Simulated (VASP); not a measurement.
Here is a VASP 6.6.1 calculation.

Contents of POSCAR:

```
Al
1.0
    2.8227746037      0.0000000000      0.0000000000
   -1.4113873019      2.4445945160      0.0000000000
    0.0000000000      0.0000000000     26.5239290634
Al
6
Direct
    0.6666666667      0.3333333333      0.2826488619
    0.3333333333      0.6666666667      0.3704374753
    0.0000000000      0.0000000000      0.4567436585
    0.6666666667      0.3333333333      0.5432563414
    0.3333333333      0.6666666667      0.6295625252
    0.0000000000      0.0000000000      0.7173511376
```

Contents of INCAR.step1:

```
SYSTEM = Al
PREC = Accurate ; ENCUT = 520
ISMEAR = 0 ; SIGMA = 0.1
LREAL = .False. ; LASPH = .True.
NELM = 100 ; LDIPOL = .True.
IDIPOL = 3 ; DIPOL = 0.5 0.5 0.500
NBANDS = 18 ; GGA = PE
ALGO = Normal ; EDIFF = 1E-4
LWAVE = .True. ; LCHARG = .False.
```

File INCAR.step2:

```
SYSTEM = Al
PREC = Accurate ; ENCUT = 520
EDIFF = 1E-7 ; ISMEAR = 0
SIGMA = 0.1 ; LREAL = .False.
LASPH = .True. ; NELM = 100
ALGO = Normal ; ISIF = 2
LWAVE = .False. ; LCHARG = .True.
LDIPOL = .True. ; IDIPOL = 3
DIPOL = 0.5 0.5 0.500 ; METAGGA = R2SCAN
LMIXTAU = .True. ; LELF = .True.
LVHAR = .True. ; LVACPOTAV = .True.
NBANDS = 18 ; ISTART = 1
```

The input KPOINTS:

```
regular mesh
0
Gamma
  12 12 1
  0 0 0
```

Potentials or basis: VASP PAW PBE potentials, release 64 (Al).

Launch:

```bash
$ cat potpaw_PBE.64/Al/POTCAR > POTCAR
$ cp INCAR.step1 INCAR
$ mpirun -np 1 vasp_std > vasp.out
$ cp INCAR.step2 INCAR
$ mpirun -np 1 vasp_std > vasp.out
```

Problem. What does it give for the largest force?

Solution. 0.013 eV/Å.

Problem. What does it give for the band gap on the k mesh?

Solution. Zero (bands 9 and 10 overlap by 3.50 eV).

Forces on the atoms (eV/Å):
```
Al   0.000  0.000  0.013
Al   0.000  0.000  0.002
Al   0.000  0.000  0.002
Al   0.000  0.000 -0.002
Al   0.000  0.000 -0.002
Al   0.000  0.000 -0.013
```

Caveat: the PAW data sets were made with another functional, which shifts forces and pressure a little.
